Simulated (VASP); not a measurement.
# Sr (Fm-3m) in VASP: a series of runs

Runs on Sr. Level: PBE. Tasks: single point, relaxation of cell and atoms.

All numbers are computed with VASP 6.6.1; they aren't measurements. Logs are shortened: lines on timing, memory, paths and dates and some standing lists are left out, and cuts for length are marked.

### 1 The cell of the first run

It takes space group Fm-3m (No. 225, cubic). The conventional cell has a = 6.067 Å, b = 6.067 Å, c = 6.067 Å, α = 90.00°, β = 90.00°, γ = 90.00°. Sr (site symmetry m-3m) has 12 Sr at 4.29 Å within 5.6 Å.

### 2 Single point, PBE

Contents of INCAR:

```
ALGO     = Normal         # electronic algorithm
EDIFF    = 1E-6           # SCF threshold, eV
ENCUT    = 520            # plane-wave cutoff, eV
GGA      = PE             # functional
ISIF     = 2              # what is computed and relaxed
ISMEAR   = 0              # smearing method
LASPH    = T              # aspherical terms in the spheres
LCHARG   = F              # write CHGCAR
LREAL    = F              # projectors in reciprocal space
LWAVE    = F              # write WAVECAR
NBANDS   = 11             # bands
NELM     = 60             # most SCF steps
PREC     = Accurate       # precision mode
SIGMA    = 0.1            # smearing width, eV
```

Contents of KPOINTS:

```
k-points
0
Gamma
  6 6 6
```

Contents of POSCAR:

```
Sr
1.0
    0.0000000000      3.0336031300      3.0336031300
    3.0336031300      0.0000000000      3.0336031300
    3.0336031300      3.0336031300      0.0000000000
Sr
1
Direct
    0.0000000000      0.0000000000      0.0000000000
```

Potentials or basis: VASP PAW PBE potentials, release 64 (Sr_sv).

Started as:

```sh
$ cat potpaw_PBE.64/Sr_sv/POTCAR > POTCAR
$ mpirun -np 1 vasp_std > vasp.out
```

OUTCAR:

```text
EDIFF = 1E-6
   ENCUT = 520
   GGA = PE
   ISIF = 2
   ISMEAR = 0
   LASPH = T
   LREAL = F
   NELM = 60
   PREC = Accurate

 ion  position               nearest neighbor table
   1  0.000  0.000  0.000-

  LATTYP: Found a face centered cubic cell.
 ALAT       =     6.0672062600

  Lattice vectors:

 A1 = (   0.0000000000,   3.0336031300,   3.0336031300)
 A2 = (   3.0336031300,   0.0000000000,   3.0336031300)
 A3 = (   3.0336031300,   3.0336031300,   0.0000000000)

Analysis of symmetry for initial positions (statically):
=====================================================================
 Subroutine PRICEL returns:
 Original cell was already a primitive cell.

 Routine SETGRP: Setting up the symmetry group for a
 face centered cubic supercell.

 Subroutine GETGRP returns: Found 48 space group operations
 (whereof 48 operations were pure point group operations)
 out of a pool of 48 trial point group operations.

The static configuration has the point symmetry O_h .

Analysis of symmetry for dynamics (positions and initial velocities):
=====================================================================
 Subroutine PRICEL returns:
 Original cell was already a primitive cell.

 Routine SETGRP: Setting up the symmetry group for a
 face centered cubic supercell.

 Subroutine GETGRP returns: Found 48 space group operations
 (whereof 48 operations were pure point group operations)
 out of a pool of 48 trial point group operations.

The dynamic configuration has the point symmetry O_h .

 Subroutine INISYM returns: Found 48 space group operations
 (whereof 48 operations are pure point group operations),
 and found     1 'primitive' translations

----------------------------------------------------------------------------------------

                                     Primitive cell

  volume of cell :      55.8350

  direct lattice vectors                    reciprocal lattice vectors
     0.000000000  3.033603130  3.033603130    -0.164820505  0.164820505  0.164820505
     3.033603130  0.000000000  3.033603130     0.164820505 -0.164820505  0.164820505
     3.033603130  3.033603130  0.000000000     0.164820505  0.164820505 -0.164820505

  length of vectors
     4.290162689  4.290162689  4.290162689     0.285477489  0.285477489  0.285477489

  position of ions in fractional coordinates (direct lattice)
     0.000000000  0.000000000  0.000000000

  ion indices of the primitive-cell ions
   primitive index   ion index
                 1           1

----------------------------------------------------------------------------------------

 KPOINTS: k-points

Automatic generation of k-mesh.
 Grid dimensions read from file:
 generate k-points for:    6    6    6

 Generating k-lattice:

  Cartesian coordinates                     Fractional coordinates (reciprocal lattice)
    -0.027470084  0.027470084  0.027470084     0.166666667  0.000000000  0.000000000
     0.027470084 -0.027470084  0.027470084     0.000000000  0.166666667  0.000000000
     0.027470084  0.027470084 -0.027470084     0.000000000  0.000000000  0.166666667

  Length of vectors
     0.047579581  0.047579581  0.047579581

  Shift w.r.t. Gamma in fractional coordinates (k-lattice)
     0.000000000  0.000000000  0.000000000

 Subroutine IBZKPT returns following result:
 ===========================================

 Found     16 irreducible k-points:

 Following reciprocal coordinates:
            Coordinates               Weight
  0.000000  0.000000  0.000000      1.000000
  0.166667  0.000000  0.000000      8.000000
  0.333333  0.000000  0.000000      8.000000
  0.500000  0.000000  0.000000      4.000000
  0.166667  0.166667  0.000000      6.000000
  0.333333  0.166667  0.000000     24.000000
[... 8 lines left out ...]
 -0.333333  0.333333  0.166667     24.000000
 -0.333333  0.500000  0.166667     12.000000
   k-points           NKPTS =     16   k-points in BZ     NKDIM =     16   number of bands    NBANDS=     11
   number of dos      NEDOS =    301   number of ions     NIONS =      1
   total plane-waves  NPLWV =  32768
   dimension x,y,z NGX =    32 NGY =   32 NGZ =   32
   dimension x,y,z NGXF=    64 NGYF=   64 NGZF=   64
   ions per type =               1
   NGX,Y,Z   is equivalent  to a cutoff of  12.40, 12.40, 12.40 a.u.
   NGXF,Y,Z  is equivalent  to a cutoff of  24.80, 24.80, 24.80 a.u.
 SYSTEM =  unknown system
   PREC   = accura    normal or accurate (medium, high low for compatibility)
   ISTART =      0    job   : 0-new  1-cont  2-samecut
   ICHARG =      2    charge: 1-file 2-atom 10-const
   ISPIN  =      1    spin polarized calculation?
   LNONCOLLINEAR =      F non collinear calculations
   LSORBIT =      F    spin-orbit coupling
   LASPH  =      T    aspherical Exc in radial PAW
   ENCUT  =  520.0 eV  38.22 Ry    6.18 a.u.   7.98  7.98  7.98*2*pi/ulx,y,z
   NELM   =     60;   NELMIN=  2; NELMDL= -5     # of ELM steps
   EDIFF  = 0.1E-05   stopping-criterion for ELM
   LREAL  =      F    real-space projection
   EDIFFG = 0.1E-04   stopping-criterion for IOM
   NSW    =      0    number of steps for IOM
   IBRION =     -1    ionic relax: 0-MD 1-quasi-New 2-CG
   NFREE  =      0    steps in history (QN), initial steepest desc. (CG)
   ISIF   =      2    stress and relaxation
   ISYM   =      2    0-nonsym 1-usesym 2-fastsym
   POTIM  = 0.5000    time-step for ionic-motion
   TEBEG  =    0.0;   TEEND  =   0.0 temperature during run
   PSTRESS=    0.0 pullay stress
   NELECT =      10.0000    total number of electrons
   NUPDOWN=      -1.0000    fix difference up-down
   EMIN   =  10.00;   EMAX   =-10.00  energy-range for DOS
   EFERMI =   0.00;   METHOD = LEGACY
   ISMEAR =     0;   SIGMA  =   0.10  broadening in eV -4-tet -1-fermi 0-gaus
   EFERMI_NEDOS =   21; number of points for ismear=-14 and -15
   IALGO  =     38    algorithm
   IMIX   =      4    mixing-type and parameters
     AMIX     =   0.40;   BMIX     =  1.00
     AMIX_MAG =   1.60;   BMIX_MAG =  1.00
  volume/ion in A,a.u.               =      55.83       376.79
  Fermi-wavevector in a.u.,A,eV,Ry     =   0.922797  1.743833 11.586094  0.851554
  Thomas-Fermi vector in A             =   2.048363
   LORBIT       =      0    0 simple, 1 ext, 2 COOP (PROOUT), +10 PAW based schemes
   GGA     = PE    functional components
   LHFCALC =     F    Hartree Fock is set to
   AEXX    =    0.0000 exact exchange contribution
   IVDW    =     0    specifies the selected vdW correction
   LEPSILON=     F    determine dielectric tensor
   LRPA    =     F    only Hartree local field effects (RPA)
 non-spin polarized calculation
 Gauss-broadening in eV      SIGMA  =   0.10
  energy-cutoff  :      520.00
  volume of cell :       55.83
 maximum number of plane-waves:      1524
   NGX = 15   NGY = 15   NGZ = 15

 number of electron      10.0000000 magnetization

 Free energy of the ion-electron system (eV)
  ---------------------------------------------------
  ext. energy  EPLUGINS =         0.00000000
  ---------------------------------------------------
  free energy    TOTEN  =        -1.61823931 eV

  energy without entropy =       -1.60453174  energy(sigma->0) =       -1.61138553

 E-fermi :   1.5320     XC(G=0):  -7.3031

 val. band max:        1.5185736962   @ k =  -0.3333   0.3333   0.1667
 cond. band min:       1.5531659650   @ k =  -0.3333   0.3333   0.1667
 fundamental gap:      0.0345922689
 Fermi energy:         1.5319882659

 k-point     1 :       0.0000    0.0000    0.0000
  band No.  band energies     occupation
      1     -35.1063      2.00000
      2     -16.9974      2.00000
      3     -16.9974      2.00000
      4     -16.9974      2.00000
      5      -2.0891      2.00000
      6       3.8635      0.00000
      7       3.8635      0.00000
      8       3.8635      0.00000
      9       5.3073      0.00000
     10       5.3073      0.00000
     11       8.5887      0.00000

 k-point     2 :       0.1667    0.0000    0.0000
  band No.  band energies     occupation
      1     -35.1031      2.00000
      2     -17.0446      2.00000
      3     -17.0038      2.00000
      4     -17.0038      2.00000
      5      -1.6584      2.00000
      6       3.2796      0.00000
      7       4.0170      0.00000
      8       4.0170      0.00000
      9       5.1387      0.00000
     10       5.1387      0.00000
     11       9.0029      0.00000

 k-point     3 :       0.3333    0.0000    0.0000
  band No.  band energies     occupation
      1     -35.0966      2.00000
      2     -17.1371      2.00000
      3     -17.0165      2.00000
      4     -17.0165      2.00000
      5      -0.5419      2.00000
      6       2.3014      0.00000
      7       3.8815      0.00000
      8       3.8815      0.00000
      9       5.6488      0.00000
     10       5.6488      0.00000
     11       7.6420      0.00000

 k-point     4 :       0.5000    0.0000    0.0000
  band No.  band energies     occupation
      1     -35.0934      2.00000
      2     -17.1824      2.00000
      3     -17.0229      2.00000
      4     -17.0229      2.00000
      5       0.4226      2.00000
      6       1.5795      0.50175
      7       3.7082      0.00000
      8       3.7082      0.00000
      9       6.3299      0.00000
     10       6.3299      0.00000
     11       7.0553      0.00000
[... 127 lines left out ...]
 k-point    14 :       0.5000    0.3333    0.1667
  band No.  band energies     occupation
      1     -35.0923      2.00000
      2     -17.1354      2.00000
      3     -17.0726      2.00000
      4     -17.0389      2.00000
      5       0.3701      2.00000
      6       2.2445      0.00000
      7       2.6886      0.00000
      8       4.5118      0.00000
      9       5.2943      0.00000
     10       6.5772      0.00000
     11       7.3355      0.00000

 k-point    15 :      -0.3333    0.3333    0.1667
  band No.  band energies     occupation
      1     -35.0902      2.00000
      2     -17.1410      2.00000
      3     -17.0950      2.00000
      4     -17.0494      2.00000
      5       1.5186      1.15046
      6       1.5532      0.76456
      7       2.5203      0.00000
      8       4.2066      0.00000
      9       5.7124      0.00000
     10       6.6987      0.00000
     11       6.7595      0.00000

 k-point    16 :      -0.3333    0.5000    0.1667
  band No.  band energies     occupation
      1     -35.0891      2.00000
      2     -17.1452      2.00000
      3     -17.0919      2.00000
      4     -17.0663      2.00000
      5       1.3730      1.97543
      6       2.0125      0.00000
      7       2.3362      0.00000
      8       4.2551      0.00000
      9       6.6307      0.00000
     10       6.7972      0.00000
     11       6.8723      0.00000

------------------------ aborting loop because EDIFF is reached ----------------------------------------

  FORCE on cell =-STRESS in cart. coord.  units (eV):
  Direction    XX          YY          ZZ          XY          YZ          ZX
  --------------------------------------------------------------------------------------
  -------------------------------------------------------------------------------------
  Total       -0.0685720     -0.0685720     -0.0685720     -0.0000000     -0.0000000      0.0000000
  in kB       -1.9676647     -1.9676647     -1.9676647     -0.0000000     -0.0000000      0.0000000
  external PRESSURE =      -1.9676647 kB  Pullay stress =       0.0000000 kB

 VOLUME and BASIS-vectors are now :
 -----------------------------------------------------------------------------
  energy-cutoff  :      520.00
  volume of cell :       55.83
      direct lattice vectors                 reciprocal lattice vectors
     0.000000000  3.033603130  3.033603130    -0.164820505  0.164820505  0.164820505
     3.033603130  0.000000000  3.033603130     0.164820505 -0.164820505  0.164820505
     3.033603130  3.033603130  0.000000000     0.164820505  0.164820505 -0.164820505

 POSITION                                       TOTAL-FORCE (eV/Angst)
 -----------------------------------------------------------------------------------
      0.00000      0.00000      0.00000        -0.000000     -0.000000      0.000000
 -----------------------------------------------------------------------------------
    total drift:                                0.000000      0.000000      0.000000

  FREE ENERGIE OF THE ION-ELECTRON SYSTEM (eV)
  ---------------------------------------------------
  free  energy   TOTEN  =        -1.6182393079 eV

  energy  without entropy=       -1.6045317431  energy(sigma->0) =       -1.61138553
```

Wall time 4.9 s (1 thread of AMD EPYC 9R45 (Zen 5), shared host); peak memory 0.14 GiB.

What came out:

```yaml
Free_energy: -1.6182 eV
Pressure: -0.2 GPa
```

Levels at points of the mesh, in eV from the Fermi level:
```tsv
k point	band 3	band 4	band 5	band 6	band 7	band 8
(0.00, 0.00, 0.00)	-18.53	-18.53	-3.62	2.33	2.33	2.33
(0.50, 0.00, 0.00)	-18.55	-18.55	-1.11	0.05	2.18	2.18
(0.50, 0.50, 0.00)	-18.60	-18.60	-0.62	0.36	1.02	4.80
```

### 3 Single point, PBE

This run uses another cell than the first one, of 54.71 Å³/atom.

Contents of INCAR:

```
SYSTEM = Sr
PREC = Accurate
ENCUT = 520
EDIFF = 1E-6
ISMEAR = 0
SIGMA = 0.1
LREAL = .False.
LASPH = .True.
NELM = 80
ALGO = Fast
ISIF = 2
LWAVE = .False.
LCHARG = .False.
GGA = PE
NBANDS = 11
```

Contents of KPOINTS:

```
regular mesh
0
Gamma
  12 12 12
  0 0 0
```

Contents of POSCAR:

```
Sr
1.0
    0.0000000000      3.0131734117      3.0131734117
    3.0131734117      0.0000000000      3.0131734117
    3.0131734117      3.0131734117      0.0000000000
Sr
1
Direct
    0.0000000000      0.0000000000      0.0000000000
```

Potentials or basis: VASP PAW PBE potentials, release 64 (Sr_sv).

Started as:

```sh
$ cat potpaw_PBE.64/Sr_sv/POTCAR > POTCAR
$ mpirun -np 1 vasp_std > vasp.out
```

Run time: 22 s. Hardware: 1 thread of AMD EPYC 9R45 (Zen 5), shared host; peak memory 0.17 GiB.

Results (log left out):

- Free energy: -1.6401 eV
- Pressure: 0.0 GPa
- Band gap on the k mesh: zero (bands 5 and 6 overlap by 0.05 eV)

Levels at points of the mesh, in eV from the Fermi level:
```
           k point  band 2  band 3  band 4  band 5  band 6  band 7  band 8  band 9
(0.00, 0.00, 0.00)  -18.50  -18.50  -18.50   -3.65    2.35    2.35    2.35    3.82
(0.50, 0.00, 0.00)  -18.69  -18.52  -18.52   -1.12    0.07    2.19    2.19    4.87
(0.50, 0.50, 0.00)  -18.68  -18.57  -18.57   -0.65    0.34    1.07    4.88    5.18
```

### 4 Single point, PBE

This run uses another cell than the first one, of 55.22 Å³/atom.

Contents of INCAR:

```
SYSTEM = Sr
PREC = Accurate ; ENCUT = 520
EDIFF = 1E-6 ; ISMEAR = -1
SIGMA = 0.15 ; LREAL = .FALSE.
LASPH = .TRUE. ; NELM = 100
ALGO = Normal ; ISIF = 2
LWAVE = .FALSE. ; LCHARG = .FALSE.
GGA = PE ; NBANDS = 11
```

Contents of KPOINTS:

```
regular mesh
0
G
  12 12 12
  0 0 0
```

Contents of POSCAR:

```
Sr
1.0
    0.0000000000      3.0223654551      3.0223654551
    3.0223654551      0.0000000000      3.0223654551
    3.0223654551      3.0223654551      0.0000000000
Sr
1
Direct
    0.0000000000      0.0000000000      0.0000000000
```

Potentials or basis: VASP PAW PBE potentials, release 64 (Sr_sv).

Started as:

```sh
$ cat potpaw_PBE.64/Sr_sv/POTCAR > POTCAR
$ mpirun -np 1 vasp_std > vasp.out
```

OUTCAR:

```text
SYSTEM = Sr
   PREC = Accurate
   ENCUT = 520
   EDIFF = 1E-6
   ISMEAR = -1
   LREAL = .FALSE.
   LASPH = .TRUE.
   NELM = 100
   ISIF = 2
   GGA = PE

 ion  position               nearest neighbor table
   1  0.000  0.000  0.000-

  LATTYP: Found a face centered cubic cell.
 ALAT       =     6.0447309102

  Lattice vectors:

 A1 = (   0.0000000000,   3.0223654551,   3.0223654551)
 A2 = (   3.0223654551,   0.0000000000,   3.0223654551)
[... 514 lines left out ...]
     11       7.0386      0.00000

 [... further k-points ...]

------------------------ aborting loop because EDIFF is reached ----------------------------------------

  FORCE on cell =-STRESS in cart. coord.  units (eV):
  Direction    XX          YY          ZZ          XY          YZ          ZX
  --------------------------------------------------------------------------------------
  -------------------------------------------------------------------------------------
  Total        0.0035117      0.0035117      0.0035117      0.0000000      0.0000000      0.0000000
  in kB        0.1018968      0.1018968      0.1018968      0.0000000      0.0000000      0.0000000
  external PRESSURE =       0.1018968 kB  Pullay stress =       0.0000000 kB

 VOLUME and BASIS-vectors are now :
 -----------------------------------------------------------------------------
  energy-cutoff  :      520.00
  volume of cell :       55.22
      direct lattice vectors                 reciprocal lattice vectors
     0.000000000  3.022365455  3.022365455    -0.165433336  0.165433336  0.165433336
     3.022365455  0.000000000  3.022365455     0.165433336 -0.165433336  0.165433336
     3.022365455  3.022365455  0.000000000     0.165433336  0.165433336 -0.165433336

 POSITION                                       TOTAL-FORCE (eV/Angst)
 -----------------------------------------------------------------------------------
      0.00000      0.00000      0.00000         0.000000      0.000000     -0.000000
 -----------------------------------------------------------------------------------
    total drift:                                0.000000      0.000000      0.000000

  FREE ENERGIE OF THE ION-ELECTRON SYSTEM (eV)
  ---------------------------------------------------
  free  energy   TOTEN  =        -1.6859815362 eV

  energy  without entropy=       -1.5885109913  energy(sigma->0) =       -1.63724626
```

Run time: 19 s. Hardware: 1 thread of AMD EPYC 9R45 (Zen 5), shared host; peak memory 0.17 GiB.

Results:

```yaml
Free_energy: -1.6860 eV
Pressure: 0.0 GPa
Band_gap_on_the_k_mesh: zero (bands 5 and 6 overlap by 0.06 eV)
```

Levels at points of the mesh, in eV from the Fermi level:
| k point | band 3 | band 4 | band 5 | band 6 | band 7 | band 8 |
| --- | --- | --- | --- | --- | --- | --- |
| (0.00, 0.00, 0.00) | -18.46 | -18.46 | -3.59 | 2.39 | 2.39 | 2.39 |
| (0.50, 0.00, 0.00) | -18.49 | -18.49 | -1.07 | 0.11 | 2.23 | 2.23 |
| (0.50, 0.50, 0.00) | -18.53 | -18.53 | -0.59 | 0.40 | 1.09 | 4.89 |

(Part 1 of 2 ends here.)

The gap in the log of VASP goes by the Fermi energy; the results here count the filled bands.